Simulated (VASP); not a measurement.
# NbSi (Pm-3m) in VASP: notebook, part 2 of 2

VASP 6.6.1. Earlier steps stand in the parts before.

## (4) Relaxation of cell and atoms, r2SCAN, target pressure 5 GPa, at which the enthalpy is minimised

This run uses another cell than the first one, of 15.72 Å³/atom, 1.023 times its volume.

The input, POSCAR:

```
NbSi
1.0
    3.1564400000      0.0000000000      0.0000000000
    0.0000000000      3.1564400000      0.0000000000
    0.0000000000      0.0000000000      3.1564400000
Nb Si
1 1
Direct
    0.0000000000      0.0000000000      0.0000000000
    0.5000000000      0.5000000000      0.5000000000
```

The input, INCAR.step1:

```
SYSTEM = NbSi
  PREC = Accurate
  ENCUT = 550
  ISMEAR = -1
  SIGMA = 0.05
  LREAL = .FALSE.
  LASPH = .TRUE.
  NELM = 120
  GGA = PE
  ALGO = Normal
  EDIFF = 1E-5
  LWAVE = .TRUE.
  LCHARG = .FALSE.
  GGA_COMPAT = .FALSE.
  IBRION = 2
  ISIF = 3
  EDIFFG = -0.005
  NELMIN = 4
  NSW = 100
```

The input, INCAR.step2:

```
SYSTEM = NbSi
  PREC = Accurate
  ENCUT = 550
  EDIFF = 1E-7
  ISMEAR = -1
  SIGMA = 0.05
  LREAL = .FALSE.
  LASPH = .TRUE.
  NELM = 120
  ALGO = Normal
  ISIF = 3
  LWAVE = .FALSE.
  LCHARG = .FALSE.
  METAGGA = R2SCAN
  LMIXTAU = .TRUE.
  IBRION = 2
  NSW = 60
  EDIFFG = -0.01
  PSTRESS = 50.0
  ISTART = 1
  GGA_COMPAT = .FALSE.
  NELMIN = 4
```

The input, KPOINTS:

```
regular mesh
0
G
  8 8 8
  0 0 0
```

Potentials or basis: VASP PAW PBE potentials, release 64 (Nb_sv, Si).

Command:

```bash
> cat potpaw_PBE.64/Nb_sv/POTCAR potpaw_PBE.64/Si/POTCAR > POTCAR
> cp INCAR.step1 INCAR
> mpirun -np 1 vasp_std > vasp.out
> cp INCAR.step2 INCAR
> mpirun -np 1 vasp_std > vasp.out
```

OUTCAR:

```text
SYSTEM = NbSi
   PREC = Accurate
   ENCUT = 550
   EDIFF = 1E-7
   ISMEAR = -1
   LREAL = .FALSE.
   LASPH = .TRUE.
   NELM = 120
   ISIF = 3
   METAGGA = R2SCAN
   IBRION = 2
   NSW = 60
   EDIFFG = -0.01
   PSTRESS = 50.0
   ISTART = 1
   NELMIN = 4

 ion  position               nearest neighbor table
   1  0.000  0.000  0.000-   2 2.73   2 2.73   2 2.73   2 2.73   2 2.73   2 2.73   2 2.73   2 2.73

   2  0.500  0.500  0.500-   1 2.73   1 2.73   1 2.73   1 2.73   1 2.73   1 2.73   1 2.73   1 2.73

  LATTYP: Found a simple cubic cell.
 ALAT       =     3.1564400000

  Lattice vectors:

 A1 = (   3.1564400000,   0.0000000000,   0.0000000000)
 A2 = (   0.0000000000,   3.1564400000,   0.0000000000)
 A3 = (   0.0000000000,   0.0000000000,   3.1564400000)

Analysis of symmetry for initial positions (statically):
=====================================================================
 Subroutine PRICEL returns:
 Original cell was already a primitive cell.

 Routine SETGRP: Setting up the symmetry group for a
 simple cubic supercell.

 Subroutine GETGRP returns: Found 48 space group operations
 (whereof 48 operations were pure point group operations)
[... 172 lines left out ...]
  Total       -0.4310128     -0.4310128     -0.4310128      0.0000000      0.0000000     -0.0000000
  in kB      -21.9587747    -21.9587747    -21.9587747      0.0000000      0.0000000     -0.0000000
  external PRESSURE =     -71.9587747 kB  Pullay stress =      50.0000000 kB
[... 101 lines left out ...]
--------------------------------------- Ionic step        4  -------------------------------------------

 number of electron      17.0000000 magnetization

 Free energy of the ion-electron system (eV)
  ---------------------------------------------------
  ext. energy  EPLUGINS =         0.00000000
  ---------------------------------------------------
  free energy    TOTEN  =       -33.89288155 eV

  energy without entropy =      -33.87594885  energy(sigma->0) =      -33.88441520

 E-fermi :  11.7050     XC(G=0): -13.2526

 val. band max:       11.6940170652   @ k =   0.2500   0.1250   0.0000
 cond. band min:      11.7268385325   @ k =   0.2500   0.2500   0.0000
 fundamental gap:      0.0328214673
 Fermi energy:        11.7050203796

 k-point     1 :       0.0000    0.0000    0.0000
  band No.  band energies     occupation
      1     -44.6610      2.00000
      2     -19.8465      2.00000
      3     -19.8465      2.00000
      4     -19.8465      2.00000
      5      -0.2805      2.00000
      6       8.6769      2.00000
      7       8.6769      2.00000
      8      14.2647      0.00000
      9      14.2647      0.00000
     10      14.2647      0.00000
     11      14.4047      0.00000
     12      14.4047      0.00000
[... 331 lines left out ...]
 k-point    24 :       0.5000    0.3750    0.1250
  band No.  band energies     occupation
      1     -44.5683      2.00000
      2     -20.3006      2.00000
      3     -20.2164      2.00000
      4     -19.8259      2.00000
      5       3.3122      2.00000
      6       7.2904      2.00000
      7       8.0645      2.00000
      8      10.3347      2.00000
      9      12.3443      0.00001
     10      12.6087      0.00000
     11      14.9069      0.00000
     12      16.2475      0.00000

 [... further k-points ...]
[... 5 lines left out ...]
  --------------------------------------------------------------------------------------
  -------------------------------------------------------------------------------------
  Total        0.9447709      0.9447709      0.9447709      0.0000000      0.0000000     -0.0000000
  in kB       50.0432719     50.0432719     50.0432719      0.0000000      0.0000000     -0.0000000
  external PRESSURE =       0.0432719 kB  Pullay stress =      50.0000000 kB
[... 21 lines left out ...]
  energy  without entropy=      -33.8759488454  energy(sigma->0) =      -33.88441520

  enthalpy is  TOTEN    =       -32.9489275651 eV   P V=        0.9439539805

 reached required accuracy - stopping structural energy minimisation
```

OUTCAR.step1:

```text
SYSTEM = NbSi
   PREC = Accurate
   ENCUT = 550
   ISMEAR = -1
   LREAL = .FALSE.
   LASPH = .TRUE.
   NELM = 120
   GGA = PE
[... 831 lines left out ...]
  -------------------------------------------------------------------------------------
  Total       -0.0084603     -0.0084603     -0.0084603      0.0000000      0.0000000     -0.0000000
  in kB       -0.4317136     -0.4317136     -0.4317136      0.0000000      0.0000000     -0.0000000
  external PRESSURE =      -0.4317136 kB  Pullay stress =       0.0000000 kB
[... 17 lines left out ...]
  FREE ENERGIE OF THE ION-ELECTRON SYSTEM (eV)
  ---------------------------------------------------
  free  energy   TOTEN  =       -16.0234789719 eV

  energy  without entropy=      -16.0038019590  energy(sigma->0) =      -16.01364047

 reached required accuracy - stopping structural energy minimisation
```

OSZICAR.step1:

```text
N       E                     dE             d eps       ncg     rms          rms(c)
DAV:   1     0.138811403217E+03    0.13881E+03   -0.90347E+03   840   0.140E+03
DAV:   2    -0.906717877545E+01   -0.14788E+03   -0.14210E+03   976   0.467E+02
DAV:   3    -0.165599914222E+02   -0.74928E+01   -0.68789E+01  1352   0.798E+01
[... 48 lines left out ...]
       N       E                     dE             d eps       ncg     rms          rms(c)
DAV:   1    -0.160234789364E+02   -0.71441E-06   -0.62517E-06   432   0.440E-02    0.298E-03
DAV:   2    -0.160234788617E+02    0.74705E-07   -0.43442E-07   432   0.134E-02    0.106E-03
DAV:   3    -0.160234788998E+02   -0.38048E-07   -0.76717E-08   432   0.387E-03    0.661E-04
DAV:   4    -0.160234789719E+02   -0.72152E-07   -0.69036E-08   432   0.276E-03
   8 F= -.16023479E+02 E0= -.16013640E+02  d E =-.561776E-04
```

It took 98 s on 1 thread of Intel Xeon Platinum 8488C (Sapphire Rapids), shared host; peak memory 0.16 GiB.

Results:

```
Free energy                                            : -33.8929 eV
Relaxed volume                                         : 15.12 Å³/atom
Relaxed cell                                           : a = 3.116 Å, b = 3.116 Å, c = 3.116 Å, α = 90.00°, β = 90.00°, γ = 90.00°
Space group after relaxing (to 0.05 Å)                 : Pm-3m (No. 221)
Energy change on relaxing (the enthalpy is what falls) : +4.8 meV/atom
Ionic steps                                            : 4
Pressure after relaxing                                : 5.0 GPa
```

The path:
```csv
step,energy change (eV),largest force (eV/Å),pressure (GPa),volume (Å³)
1,0.0000,0.0000,-2.20,31.45
2,0.1518,0.0000,19.64,28.34
3,0.0089,0.0000,4.85,30.27
4,0.0096,0.0000,5.00,30.25
```

Final structure:
```
CELL_PARAMETERS angstrom
3.11576 0.00000 0.00000
0.00000 3.11576 0.00000
0.00000 0.00000 3.11576
ATOMIC_POSITIONS crystal
Nb 0.00000 0.00000 0.00000
Si 0.50000 0.50000 0.50000
```

Caveat: the cell is relaxed towards a set pressure, so the enthalpy falls and the energy may rise; the PAW data sets were made with another functional, which shifts forces and pressure a little.

## (5) The runs side by side

```csv
task,cell,gap on the mesh (eV),pressure (GPa)
single point,"a = 3.133 Å, 2 atoms",none,1.8
relaxation of cell and atoms,"relaxed to 2 GPa from a = 3.156 Å, 2 atoms",none,2.0
relaxation of cell and atoms,"relaxed to 5 GPa from a = 3.156 Å, 2 atoms",none,5.0
```

Alike in all rows: level r2SCAN; potentials or basis VASP PAW PBE potentials, release 64 (Nb_sv, Si); no spin polarisation; k mesh 8 × 8 × 8; cutoff (eV) 550; smearing fermi-dirac 0.05 eV.

Caveats: the PAW data sets were made with another functional, which shifts forces and pressure a little; the cell is relaxed towards a set pressure, so the enthalpy falls and the energy may rise (some runs).

Total energies depend on the potentials used, so only differences within one code and one set of settings carry meaning.
